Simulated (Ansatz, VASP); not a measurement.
# Ir: VASP beside Ansatz

```
Ir
1.0
     4.94671    0.00000    0.00000
     0.00000    4.94671    0.00000
     0.00000    0.00000    4.94671
Ir
8
Direct
  0.50000 0.50000 0.50000
  0.00000 0.00000 0.00000
  0.25000 0.00000 0.50000
  0.50000 0.25000 0.00000
  0.50000 0.75000 0.00000
  0.75000 0.00000 0.50000
  0.00000 0.50000 0.75000
  0.00000 0.50000 0.25000
```

Alike in both runs: functional PBE; k mesh 4 × 4 × 4; occupations gaussian, width 0.1 eV; no spin polarisation.

Ansatz relaxed the structure, and its values are those at the end. VASP's run is a single point on that final structure, the one shown.

```csv
,VASP,Ansatz
version,VASP 6.6.1,Ansatz 0.2.0
potentials or method,"VASP PAW PBE potentials, release 64 (Ir), cutoff 520 eV","scalar-relativistic, plane waves, PAW"
valence electrons in the cell,72,136
```

|  | VASP | Ansatz | Ansatz less VASP |
| --- | --- | --- | --- |
| gap on the k mesh at the Fermi level (eV) | none | none | - |
| pressure (GPa) | 0.3 | -0.2 | -0.46 |

A gap of «none» marks a metal or a gap that the smearing closes. VASP's potentials hold 72 valence electrons a cell and Ansatz's 136, so a difference there can come from the potentials and not from the codes.

Neither program's run includes spin-orbit coupling.
